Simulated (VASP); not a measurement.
Here is a VASP 6.6.1 calculation.

File INCAR:

```
  PREC = Accurate
  ENCUT = 520
  EDIFF = 1E-7
  ISMEAR = -1
  SIGMA = 0.05
  LREAL = F
  LASPH = T
  NELM = 100
  ALGO = Normal
  ISIF = 2
  LWAVE = F
  LCHARG = T
  LELF = T
  LVHAR = T
  NBANDS = 28
```

KPOINTS

```
regular mesh
0
Gamma
  7 7 7
```

Contents of POSCAR:

```
BaTiO3
1.0
    3.9242219515      0.0000000000      0.0000000000
    0.0000000000      3.9242219515      0.0000000000
    0.0000000000      0.0000000000      3.9242219515
Ba Ti O
1 1 3
Direct
    0.5000000000      0.5000000000      0.5000000000
    0.0000000000      0.0000000000      0.0000000000
    0.0000000000      0.0000000000      0.5000000000
    0.0000000000      0.5000000000      0.0000000000
    0.5000000000      0.0000000000      0.0000000000
```

Potentials or basis: VASP PAW LDA potentials, release 64 (Ba_sv, Ti_sv, O).

Command:

```bash
$ cat potpaw_LDA.64/Ba_sv/POTCAR potpaw_LDA.64/Ti_sv/POTCAR potpaw_LDA.64/O/POTCAR > POTCAR
$ mpirun -np 1 vasp_std > vasp.out
```

(1) Predict the band gap on the k mesh.

(2) What does it give for the pressure?

Answers

(1) 1.83 eV (least direct gap 1.84 eV).

(2) 4.2 GPa.

Caveat: the cell stands under pressure; spin-orbit coupling is left out, which moves the levels of the heavy elements; an odd mesh through Γ misses points on the zone boundary, where band edges can lie.
